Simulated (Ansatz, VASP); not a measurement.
## TaMnB4 in VASP and in Ansatz

```
Ta Mn B
1.0
     3.04533    0.00000    0.00000
    -1.52266    2.63733    0.00000
     0.00000    0.00000    6.34408
Ta Mn B
1 1 4
Cartesian
  0.0000 0.0000 3.1720
  0.0000 0.0000 0.0000
  0.0000 1.7582 4.8509
  0.0000 1.7582 1.4932
  1.5227 0.8791 4.8509
  1.5227 0.8791 1.4932
```

Change from the starting cell: species swapped into the TiB4Mo type (P6/mmm, No. 191).

Alike in both runs: task relaxation of cell and atoms; functional PBE; k mesh 12 × 12 × 6; occupations gaussian, width 0.1 eV; collinear spin.

|  | VASP | Ansatz |
| --- | --- | --- |
| version | VASP 6.6.1 | Ansatz 0.2.0 |
| potentials or method | VASP PAW PBE potentials, release 64 (Ta_pv, Mn_pv, B), cutoff 600 eV | scalar-relativistic, plane waves, PAW |
| valence electrons in the cell | 36 | 40 |

```tsv
	VASP	Ansatz	Ansatz less VASP
gap on the k mesh at the Fermi level, each at its own relaxed structure (eV)	none	none	-
net moment per atom (μB)	0.36	0.36	-0.001
size of the moment on the site where the two differ most (μB)	2.24	2.14	-0.106
relaxed volume (Å³/atom)	8.46	8.44	-0.012
relaxed length of the cell vector where the two differ most in proportion (Å)	6.287	6.281	-0.0052
```

Site moments also hang on the region over which each program counts them. A gap of «none» marks a metal or a gap that the smearing closes. VASP's potentials hold 36 valence electrons a cell and Ansatz's 40, so a difference there can come from the potentials and not from the codes.

Spin-orbit coupling is off throughout.
